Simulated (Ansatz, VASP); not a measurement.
**CsH in VASP and in Ansatz**

```
CELL_PARAMETERS angstrom
-0.15940 3.18800 3.18800
3.02860 0.00000 3.02860
3.18800 3.18800 -0.15940
ATOMIC_POSITIONS crystal
Cs 0.00000 0.00000 0.00000
H 0.50000 0.50000 0.50000
```

Change from the starting cell: strain -0.1000 x Voigt [0, 0, 0, 0, 1, 0], atoms carried along.

Alike in both runs: task single point; functional LDA; k mesh 8 × 8 × 8; occupations gaussian, width 0.05 eV; no spin polarisation.

|  | VASP | Ansatz |
| --- | --- | --- |
| version | VASP 6.6.1 | Ansatz 0.2.0 |
| potentials or method | VASP PAW LDA potentials, release 64 (Cs_sv, H), cutoff 520 eV | scalar-relativistic, plane waves, PAW |
| valence electrons in the cell | 10 | 10 |

```tsv
	VASP	Ansatz	Ansatz less VASP
gap on the k mesh at the Fermi level (eV)	1.87	1.89	+0.018
least direct gap on the mesh (eV)	1.93	1.95	+0.020
pressure (GPa)	-1.3	-1.3	-0.02
traceless stress, the component that is largest in VASP (GPa)	0.56	0.56	0.000
```

LDA's correlation is that of Perdew and Zunger in VASP and of Perdew and Wang (1992) in Ansatz.

Neither program's run includes spin-orbit coupling.
